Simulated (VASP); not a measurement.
AlN: single point with PBE

Crystal: AlN.

```
CELL_PARAMETERS angstrom
-3.13024 0.00000 0.00000
0.00000 5.42173 0.00000
1.56512 -2.71087 -5.01798
ATOMIC_POSITIONS crystal
Al 0.01830 0.33247 0.99827
Al 0.51830 0.83247 0.99827
Al 0.22997 0.91580 0.49827
Al 0.72997 0.41580 0.49827
N 0.79140 0.14170 0.61673
N 0.29140 0.64170 0.61673
N 0.07532 0.72503 0.11673
N 0.57532 0.22503 0.11673
```

This cell differs from its parent crystal: atoms displaced along a vibrational mode.

```json
{"Program": "VASP 6.6.1", "Task": "single point", "Functional": "PBE", "Potentials or basis": "VASP PAW PBE potentials, release 64 (Al, N)", "Cutoff": "520 eV", "k mesh": "8 × 8 × 8", "Occupations": "gaussian, width 0.05 eV", "Spin": "no spin polarisation"}
```

```
Pressure               : -0.4 GPa
Largest force          : 0.335 eV/Å
Band gap on the k mesh : 4.00 eV
```

Forces in eV/Å, atoms in the order of the input:
```
Al   0.334  0.016  0.023
Al   0.334  0.016  0.023
Al  -0.334 -0.016  0.023
Al  -0.334 -0.016  0.023
N   -0.155  0.007 -0.023
N   -0.155  0.007 -0.023
N    0.155 -0.007 -0.023
N    0.155 -0.007 -0.023
```

Stress tensor (GPa, compression positive):
```
-0.60 -0.24  0.00
-0.24 -0.26  0.00
 0.00  0.00 -0.20
```

Levels at points of the mesh, in eV from the valence-band top:
```csv
k point,band 13,band 14,band 15,band 16,band 17,band 18,band 19,band 20
"(0.00, 0.00, 0.00)",-0.84,-0.31,-0.14,0.00,4.00,5.20,5.20,6.48
"(0.50, 0.00, 0.00)",-2.04,-2.04,-0.88,-0.88,6.09,6.09,7.17,7.17
"(0.00, 0.50, 0.00)",-0.69,-0.69,-0.57,-0.57,5.88,5.88,7.26,7.26
"(0.50, 0.50, 0.00)",-1.50,-1.26,-1.26,-0.68,5.13,5.13,5.42,5.83
"(0.50, 0.50, 0.50)",-1.50,-1.39,-1.39,-0.74,5.30,5.30,5.64,6.04
"(0.00, 0.00, 0.50)",-0.58,-0.58,-0.53,-0.53,5.74,5.74,6.27,6.27
```

Run time: 4.9 min on 1 thread of Intel(R) Xeon(R) Platinum 8175M CPU @ 2.50GHz (Skylake/Cascade Lake), with other jobs on the host, peak memory 0.37 GiB.

Caveat: the cell differs from its parent crystal (atoms displaced along a vibrational mode). A k mesh can miss the band edges.
